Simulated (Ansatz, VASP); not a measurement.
**SnS7: VASP beside Ansatz**

```
Sn S
1.0
     0.00000    4.13759    4.13759
     4.13759    0.00000    4.13759
     4.13759    4.13759    0.00000
Sn S
1 7
Cartesian
  0.0000 0.0000 0.0000
  4.1376 4.1376 4.1376
  2.0688 0.0000 2.0688
  0.0000 2.0688 2.0688
  4.1376 2.0688 2.0688
  2.0688 4.1376 2.0688
  2.0688 2.0688 0.0000
  2.0688 2.0688 4.1376
```

Change from the starting cell: species swapped into the SbPt7 type (Fm-3m, No. 225).

Alike in both runs: functional PBE; k mesh 8 × 8 × 8; occupations gaussian, width 0.1 eV; no spin polarisation.

Ansatz relaxed the structure, and its values are those at the end. VASP's run is a single point on that final structure, the one shown.

|  | VASP | Ansatz |
| --- | --- | --- |
| version | VASP 6.6.1 | Ansatz 0.2.0 |
| potentials or method | VASP PAW PBE potentials, release 64 (Sn_d, S), cutoff 520 eV | scalar-relativistic, plane waves, PAW |
| valence electrons in the cell | 56 | 56 |

Ansatz gave:

- gap on the k mesh at the Fermi level (eV): none
- pressure (GPa): 0.0

Q: Which values does VASP return?

A: gap on the k mesh at the Fermi level (eV): none; pressure (GPa): -0.1.

A gap of «none» marks a metal or a gap that the smearing closes. With one functional, cell and mesh, what is left measures potentials, basis and numerics.
